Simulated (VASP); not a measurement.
# W (Fm-3m) in VASP: a series of runs

W is run at these levels: PBEsol; tasks: single point.

Everything below comes from runs of VASP 6.6.1. Logs are shortened: lines on timing, memory, paths and dates and some standing lists are left out, and cuts for length are marked.

### Step 1. The cell of the first run

The structure is cubic, space group Fm-3m (No. 225). Conventional cell: a = 3.977 Å, b = 3.977 Å, c = 3.977 Å, α = 90.00°, β = 90.00°, γ = 90.00°. W (site symmetry m-3m) has 12 W at 2.81 Å within 3.7 Å.

This isn't the form of W at room conditions, which is bcc.

### Step 2. Single point, PBEsol (15.73 Å³/atom)

The input, INCAR:

```
  PREC = Accurate
  ENCUT = 520
  EDIFF = 1E-6
  ISMEAR = -1
  SIGMA = 0.05
  LREAL = False
  LASPH = True
  NELM = 100
  ALGO = Normal
  ISIF = 2
  LWAVE = False
  LCHARG = True
  GGA = PS
  LELF = True
  LVHAR = True
  NBANDS = 13
```

The input, KPOINTS:

```
Automatic mesh
0
Gamma
  14 14 14
```

The input, POSCAR:

```
W
1.0
    0.0000000000      1.9885598007      1.9885598007
    1.9885598007      0.0000000000      1.9885598007
    1.9885598007      1.9885598007      0.0000000000
W
1
Direct
    0.0000000000      0.0000000000      0.0000000000
```

Potentials or basis: VASP PAW PBE potentials, release 64 (W_sv).

The run is started by

```console
$ cat potpaw_PBE.64/W_sv/POTCAR > POTCAR
$ mpirun -np 1 vasp_std > vasp.out
```

OUTCAR:

```text
PREC = Accurate
   ENCUT = 520
   EDIFF = 1E-6
   ISMEAR = -1
   LREAL = False
   LASPH = True
   NELM = 100
   ISIF = 2
   GGA = PS

 ion  position               nearest neighbor table
   1  0.000  0.000  0.000-

  LATTYP: Found a face centered cubic cell.
 ALAT       =     3.9771196014

  Lattice vectors:

 A1 = (   0.0000000000,   1.9885598007,   1.9885598007)
 A2 = (   1.9885598007,   0.0000000000,   1.9885598007)
 A3 = (   1.9885598007,   1.9885598007,   0.0000000000)

Analysis of symmetry for initial positions (statically):
=====================================================================
 Subroutine PRICEL returns:
 Original cell was already a primitive cell.

 Routine SETGRP: Setting up the symmetry group for a
 face centered cubic supercell.

 Subroutine GETGRP returns: Found 48 space group operations
 (whereof 48 operations were pure point group operations)
 out of a pool of 48 trial point group operations.

The static configuration has the point symmetry O_h .

Analysis of symmetry for dynamics (positions and initial velocities):
=====================================================================
 Subroutine PRICEL returns:
 Original cell was already a primitive cell.

 Routine SETGRP: Setting up the symmetry group for a
 face centered cubic supercell.

 Subroutine GETGRP returns: Found 48 space group operations
 (whereof 48 operations were pure point group operations)
 out of a pool of 48 trial point group operations.

The dynamic configuration has the point symmetry O_h .

 Subroutine INISYM returns: Found 48 space group operations
 (whereof 48 operations are pure point group operations),
 and found     1 'primitive' translations

----------------------------------------------------------------------------------------

                                     Primitive cell

  volume of cell :      15.7270

  direct lattice vectors                    reciprocal lattice vectors
     0.000000000  1.988559801  1.988559801    -0.251438252  0.251438252  0.251438252
     1.988559801  0.000000000  1.988559801     0.251438252 -0.251438252  0.251438252
     1.988559801  1.988559801  0.000000000     0.251438252  0.251438252 -0.251438252

  length of vectors
     2.812248240  2.812248240  2.812248240     0.435503827  0.435503827  0.435503827

  position of ions in fractional coordinates (direct lattice)
     0.000000000  0.000000000  0.000000000

  ion indices of the primitive-cell ions
   primitive index   ion index
                 1           1

----------------------------------------------------------------------------------------

 KPOINTS: Automatic mesh

Automatic generation of k-mesh.
 Grid dimensions read from file:
 generate k-points for:   14   14   14

 Generating k-lattice:

  Cartesian coordinates                     Fractional coordinates (reciprocal lattice)
    -0.017959875  0.017959875  0.017959875     0.071428571  0.000000000  0.000000000
     0.017959875 -0.017959875  0.017959875     0.000000000  0.071428571  0.000000000
     0.017959875  0.017959875 -0.017959875     0.000000000  0.000000000  0.071428571

  Length of vectors
     0.031107416  0.031107416  0.031107416

  Shift w.r.t. Gamma in fractional coordinates (k-lattice)
     0.000000000  0.000000000  0.000000000

 Subroutine IBZKPT returns following result:
 ===========================================

 Found    104 irreducible k-points:

 Following reciprocal coordinates:
            Coordinates               Weight
  0.000000  0.000000  0.000000      1.000000
  0.071429  0.000000  0.000000      8.000000
  0.142857  0.000000  0.000000      8.000000
  0.214286  0.000000  0.000000      8.000000
  0.285714  0.000000  0.000000      8.000000
  0.357143  0.000000  0.000000      8.000000
[... 16 lines left out ...]
  0.214286  0.142857  0.000000     24.000000
  0.285714  0.142857  0.000000     24.000000
 [... further k-points ...]
   k-points           NKPTS =    104   k-points in BZ     NKDIM =    104   number of bands    NBANDS=     13
   number of dos      NEDOS =    301   number of ions     NIONS =      1
   total plane-waves  NPLWV =  13824
   dimension x,y,z NGX =    24 NGY =   24 NGZ =   24
   dimension x,y,z NGXF=    48 NGYF=   48 NGZF=   48
   ions per type =               1
   NGX,Y,Z   is equivalent  to a cutoff of  14.19, 14.19, 14.19 a.u.
   NGXF,Y,Z  is equivalent  to a cutoff of  28.38, 28.38, 28.38 a.u.
 SYSTEM =  unknown system
   PREC   = accura    normal or accurate (medium, high low for compatibility)
   ISTART =      0    job   : 0-new  1-cont  2-samecut
   ICHARG =      2    charge: 1-file 2-atom 10-const
   ISPIN  =      1    spin polarized calculation?
   LNONCOLLINEAR =      F non collinear calculations
   LSORBIT =      F    spin-orbit coupling
   LASPH  =      T    aspherical Exc in radial PAW
   ENCUT  =  520.0 eV  38.22 Ry    6.18 a.u.   5.23  5.23  5.23*2*pi/ulx,y,z
   NELM   =    100;   NELMIN=  2; NELMDL= -5     # of ELM steps
   EDIFF  = 0.1E-05   stopping-criterion for ELM
   LREAL  =      F    real-space projection
   EDIFFG = 0.1E-04   stopping-criterion for IOM
   NSW    =      0    number of steps for IOM
   IBRION =     -1    ionic relax: 0-MD 1-quasi-New 2-CG
   NFREE  =      0    steps in history (QN), initial steepest desc. (CG)
   ISIF   =      2    stress and relaxation
   ISYM   =      2    0-nonsym 1-usesym 2-fastsym
   POTIM  = 0.5000    time-step for ionic-motion
   TEBEG  =    0.0;   TEEND  =   0.0 temperature during run
   PSTRESS=    0.0 pullay stress
   NELECT =      14.0000    total number of electrons
   NUPDOWN=      -1.0000    fix difference up-down
   EMIN   =  10.00;   EMAX   =-10.00  energy-range for DOS
   EFERMI =   0.00;   METHOD = LEGACY
   ISMEAR =    -1;   SIGMA  =   0.05  broadening in eV -4-tet -1-fermi 0-gaus
   EFERMI_NEDOS =   21; number of points for ismear=-14 and -15
   IALGO  =     38    algorithm
   IMIX   =      4    mixing-type and parameters
     AMIX     =   0.40;   BMIX     =  1.00
     AMIX_MAG =   1.60;   BMIX_MAG =  1.00
  volume/ion in A,a.u.               =      15.73       106.13
  Fermi-wavevector in a.u.,A,eV,Ry     =   1.574837  2.976010 33.743953  2.480111
  Thomas-Fermi vector in A             =   2.675911
   LORBIT       =      0    0 simple, 1 ext, 2 COOP (PROOUT), +10 PAW based schemes
   GGA     = PS    functional components
   LHFCALC =     F    Hartree Fock is set to
   AEXX    =    0.0000 exact exchange contribution
   IVDW    =     0    specifies the selected vdW correction
   LEPSILON=     F    determine dielectric tensor
   LRPA    =     F    only Hartree local field effects (RPA)
 non-spin polarized calculation
  energy-cutoff  :      520.00
  volume of cell :       15.73
 maximum number of plane-waves:       444
 NGX is ok and might be reduce to    24
   NGX = 11   NGY = 11   NGZ = 11

 number of electron      13.9999999 magnetization

 Free energy of the ion-electron system (eV)
  ---------------------------------------------------
  ext. energy  EPLUGINS =         0.00000000
  ---------------------------------------------------
  free energy    TOTEN  =       -13.31008903 eV

  energy without entropy =      -13.30035871  energy(sigma->0) =      -13.30522387

 E-fermi :  10.8781     XC(G=0): -13.7960

 val. band max:       10.8675510526   @ k =  -0.1429   0.0714   0.0000
 cond. band min:      10.8940201273   @ k =   0.4286   0.3571   0.0714
 fundamental gap:      0.0264690747
 Fermi energy:        10.8781322584

 k-point     1 :       0.0000    0.0000    0.0000
  band No.  band energies     occupation
      1     -62.6422      2.00000
      2     -26.2093      2.00000
      3     -26.2093      2.00000
      4     -26.2093      2.00000
      5       1.6837      2.00000
      6      10.2927      1.99998
      7      10.2927      1.99998
      8      10.2927      1.99998
      9      13.6050      0.00000
     10      13.6050      0.00000
     11      23.7899      0.00000
     12      29.1836      0.00000
     13      29.1836      0.00000

 k-point     2 :       0.0714    0.0000    0.0000
  band No.  band energies     occupation
      1     -62.6359      2.00000
      2     -26.2803      2.00000
      3     -26.2182      2.00000
      4     -26.2182      2.00000
      5       1.9198      2.00000
      6      10.1102      2.00000
      7      10.4025      1.99985
      8      10.4025      1.99985
      9      13.5016      0.00000
     10      13.5016      0.00000
     11      24.2635      0.00000
     12      28.2330      0.00000
     13      29.6287      0.00000

 k-point     3 :       0.1429    0.0000    0.0000
  band No.  band energies     occupation
      1     -62.6180      2.00000
      2     -26.4759      2.00000
      3     -26.2432      2.00000
      4     -26.2432      2.00000
      5       2.5814      2.00000
      6       9.6891      2.00000
      7      10.6548      1.97729
      8      10.6548      1.97729
      9      13.3231      0.00000
     10      13.3231      0.00000
     11      25.3331      0.00000
     12      26.8476      0.00000
     13      30.8912      0.00000
[... 305 lines left out ...]
 k-point    23 :       0.2143    0.1429    0.0000
  band No.  band energies     occupation
      1     -62.5907      2.00000
      2     -26.6465      2.00000
      3     -26.3474      2.00000
      4     -26.3366      2.00000
      5       3.6069      2.00000
      6       8.7531      2.00000
      7      11.0963      0.02516
      8      11.4037      0.00005
      9      12.0910      0.00000
     10      14.2456      0.00000
     11      27.0490      0.00000
     12      27.6790      0.00000
     13      30.5676      0.00000

 k-point    24 :       0.2857    0.1429    0.0000
  band No.  band energies     occupation
      1     -62.5656      2.00000
      2     -26.8886      2.00000
      3     -26.3920      2.00000
      4     -26.3786      2.00000
      5       4.5229      2.00000
      6       8.4703      2.00000
      7      10.4816      1.99928
      8      11.5239      0.00000
      9      12.9843      0.00000
     10      14.7257      0.00000
     11      25.8214      0.00000
     12      28.9867      0.00000
     13      31.3404      0.00000

 [... further k-points ...]

------------------------ aborting loop because EDIFF is reached ----------------------------------------

  FORCE on cell =-STRESS in cart. coord.  units (eV):
  Direction    XX          YY          ZZ          XY          YZ          ZX
  --------------------------------------------------------------------------------------
  -------------------------------------------------------------------------------------
  Total        0.5687274      0.5687274      0.5687274      0.0000000     -0.0000000      0.0000000
  in kB       57.9386993     57.9386993     57.9386993      0.0000000     -0.0000000      0.0000000
  external PRESSURE =      57.9386993 kB  Pullay stress =       0.0000000 kB

 VOLUME and BASIS-vectors are now :
 -----------------------------------------------------------------------------
  energy-cutoff  :      520.00
  volume of cell :       15.73
      direct lattice vectors                 reciprocal lattice vectors
     0.000000000  1.988559801  1.988559801    -0.251438252  0.251438252  0.251438252
     1.988559801  0.000000000  1.988559801     0.251438252 -0.251438252  0.251438252
     1.988559801  1.988559801  0.000000000     0.251438252  0.251438252 -0.251438252

 POSITION                                       TOTAL-FORCE (eV/Angst)
 -----------------------------------------------------------------------------------
      0.00000      0.00000      0.00000         0.000000      0.000000      0.000000
 -----------------------------------------------------------------------------------
    total drift:                               -0.000000      0.000000      0.000000

  FREE ENERGIE OF THE ION-ELECTRON SYSTEM (eV)
  ---------------------------------------------------
  free  energy   TOTEN  =       -13.3100890296 eV

  energy  without entropy=      -13.3003587070  energy(sigma->0) =      -13.30522387
```

It took 18 s on 1 thread of Intel Xeon 8259CL, shared host; peak memory 0.15 GiB.

Results:

```yaml
Free_energy: -13.3101 eV
Pressure: 5.8 GPa
Band_gap_on_the_k_mesh: zero (bands 7 and 8 overlap by 3.93 eV)
```

Levels at points of the mesh, in eV from the Fermi level:
| k point | band 3 | band 4 | band 5 | band 6 | band 7 | band 8 | band 9 | band 10 | band 11 | band 12 |
| --- | --- | --- | --- | --- | --- | --- | --- | --- | --- | --- |
| (0.00, 0.00, 0.00) | -37.09 | -37.09 | -9.19 | -0.59 | -0.59 | -0.59 | 2.73 | 2.73 | 12.91 | 18.31 |
| (0.50, 0.00, 0.00) | -37.26 | -37.26 | -5.81 | -0.84 | -0.84 | 0.82 | 5.38 | 5.38 | 10.96 | 12.55 |
| (0.50, 0.50, 0.00) | -37.57 | -37.57 | -5.77 | -4.76 | 3.35 | 5.34 | 6.18 | 6.18 | 12.14 | 12.14 |

Caveat: the cell stands under pressure; the PAW data sets were made with another functional, which shifts forces and pressure a little; spin-orbit coupling is left out, which moves the levels of the heavy elements.

### Step 3. Single point, PBEsol (16.40 Å³/atom)

This run uses another cell than the first one, of 16.40 Å³/atom.

The input, INCAR:

```
PREC = Accurate
ENCUT = 520
EDIFF = 1E-6
ISMEAR = -1
SIGMA = 0.05
LREAL = F
LASPH = T
NELM = 80
ALGO = Normal
ISIF = 2
LWAVE = F
LCHARG = F
GGA = PS
NBANDS = 13
```

KPOINTS is that of step 2.

The input, POSCAR:

```
W
1.0
    0.0000000000      2.0163754284      2.0163754284
    2.0163754284      0.0000000000      2.0163754284
    2.0163754284      2.0163754284      0.0000000000
W
1
Direct
    0.0000000000      0.0000000000      0.0000000000
```

Potentials or basis: VASP PAW PBE potentials, release 64 (W_sv).

The run is started by

```console
$ cat potpaw_PBE.64/W_sv/POTCAR > POTCAR
$ mpirun -np 1 vasp_std > vasp.out
```

Wall time 18 s (1 thread of Intel Xeon 8259CL, shared host); peak memory 0.15 GiB.

The run converged. Its results:

* Free energy: -13.3074 eV
* Pressure: -6.8 GPa
* Band gap on the k mesh: zero (bands 7 and 8 overlap by 3.63 eV)

Levels at points of the mesh, in eV from the Fermi level:
```
           k point  band 4  band 5  band 6  band 7  band 8  band 9  band 10  band 11
(0.00, 0.00, 0.00)  -37.23   -8.99   -0.54   -0.54   -0.54    2.58     2.58    12.85
(0.50, 0.00, 0.00)  -37.39   -5.59   -0.77   -0.77    0.68    5.08     5.08    10.31
(0.50, 0.50, 0.00)  -37.65   -5.48   -4.50    3.09    5.03    5.82     5.82    11.77
```

Caveat: the cell stands under tension; the PAW data sets were made with another functional, which shifts forces and pressure a little; spin-orbit coupling is left out, which moves the levels of the heavy elements.

### Step 4. Single point, PBEsol (16.06 Å³/atom)

This run uses another cell than the first one, of 16.06 Å³/atom.

The input, INCAR:

```
SYSTEM = W
ALGO = Normal
EDIFF = 1E-6
ENCUT = 520
GGA = PS
ISIF = 2
ISMEAR = -1
LASPH = .TRUE.
LCHARG = .FALSE.
LREAL = .FALSE.
LWAVE = .FALSE.
NBANDS = 13
NELM = 60
PREC = Accurate
SIGMA = 0.05
```

The input, KPOINTS:

```
k-points
0
G
  14 14 14
  0 0 0
```

The input, POSCAR:

```
W
1.0
    0.0000000000      2.0025642044      2.0025642044
    2.0025642044      0.0000000000      2.0025642044
    2.0025642044      2.0025642044      0.0000000000
W
1
Direct
    0.0000000000      0.0000000000      0.0000000000
```

The run is started by

```console
$ cat potpaw_PBE.64/W_sv/POTCAR > POTCAR
$ mpirun -np 1 vasp_std > vasp.out
```

It took 24 s on 1 thread of Intel Xeon 8259CL, shared host; peak memory 0.15 GiB.

It converged, with:

```yaml
Free_energy: -13.3153 eV
Pressure: -0.8 GPa
Band_gap_on_the_k_mesh: zero (bands 7 and 8 overlap by 3.78 eV)
```

Levels at points of the mesh, in eV from the Fermi level:
| k point | band 4 | band 5 | band 6 | band 7 | band 8 | band 9 | band 10 | band 11 |
| --- | --- | --- | --- | --- | --- | --- | --- | --- |
| (0.00, 0.00, 0.00) | -37.16 | -9.09 | -0.56 | -0.56 | -0.56 | 2.65 | 2.65 | 12.88 |
| (0.50, 0.00, 0.00) | -37.33 | -5.70 | -0.80 | -0.80 | 0.75 | 5.23 | 5.23 | 10.63 |
| (0.50, 0.50, 0.00) | -37.61 | -5.63 | -4.63 | 3.22 | 5.18 | 5.99 | 5.99 | 11.95 |

Caveat: the PAW data sets were made with another functional, which shifts forces and pressure a little; spin-orbit coupling is left out, which moves the levels of the heavy elements.

### Step 5. The runs side by side

```csv
cell,gap on the mesh (eV),pressure (GPa)
"a = 2.812 Å, angles 60.0°, 1 atom",none,5.8
"a = 2.852 Å, angles 60.0°, 1 atom",none,-6.8
"a = 2.832 Å, angles 60.0°, 1 atom",none,-0.8
```

Alike in all rows: task single point; level PBEsol; potentials or basis VASP PAW PBE potentials, release 64 (W_sv); no spin polarisation; k mesh 14 × 14 × 14; cutoff (eV) 520; smearing fermi-dirac 0.05 eV.

Caveats: the PAW data sets were made with another functional, which shifts forces and pressure a little; spin-orbit coupling is left out, which moves the levels of the heavy elements; the cell stands under pressure (at least some runs); the cell stands under tension (at least some runs).

Total energies depend on the potentials used, so only differences within one code and one set of settings carry meaning.
